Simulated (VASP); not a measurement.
Crystal: TiSe2.

```
Ti Se
1.0
     3.55657    0.00000    0.00000
    -1.77828    3.08008    0.00000
     0.00000    0.00000    6.34763
Ti Se
1 2
Direct
  0.00000 0.00000 0.00000
  0.33333 0.66667 0.23993
  0.66667 0.33333 0.76007
```

* Program: VASP 6.6.1
* Task: relaxation of cell and atoms
* Functional: PBE
* Potentials or basis: VASP PAW PBE potentials, release 64 (Ti_sv, Se)
* Cutoff: 500 eV
* k mesh: 15 × 15 × 8
* Occupations: gaussian, width 0.1 eV
* Spin: no spin polarisation

At the start: pressure 0.8 GPa; volume 23.18 Å³/atom.

Question: Where does the relaxation end?

Answer: Over 17 steps the energy falls by 2.8 meV/atom and the volume is 24.13 Å³/atom (+4.1 %); space group P-3m1 (No. 164, to 0.05 Å).

The path:
```tsv
step	energy change (eV)	largest force (eV/Å)	pressure (GPa)	volume (Å³)
1	0.0000	0.1817	0.75	69.54
2	-0.0029	0.1159	-0.84	70.63
3	-0.0040	0.0147	-0.31	70.25
4	-0.0056	0.0263	-0.11	70.03
5	-0.0060	0.0360	0.05	69.84
6	-0.0061	0.0311	0.07	69.90
7	-0.0066	0.0162	0.12	70.09
8	-0.0072	0.0138	0.23	70.46
9	-0.0074	0.0756	0.47	71.20
10	-0.0075	0.0743	0.46	71.23
11	-0.0076	0.0706	0.43	71.32
12	-0.0078	0.0635	0.37	71.50
13	-0.0080	0.0491	0.25	71.85
14	-0.0083	0.0213	0.01	72.56
15	-0.0083	0.0187	0.01	72.55
16	-0.0083	0.0112	0.00	72.50
17	-0.0084	0.0041	-0.03	72.40
```

Final structure:
```
Ti Se
1.0
     3.54076    0.00000    0.00000
    -1.77038    3.06639    0.00000
     0.00000    0.00000    6.66801
Ti Se
1 2
Cartesian
  0.0000 0.0000 0.0000
  0.0000 2.0443 1.5504
  1.7704 1.0221 5.1176
```

Caveat: this functional lacks dispersion, which binds the layers, so the pressure and a relaxed spacing across them are unreliable.
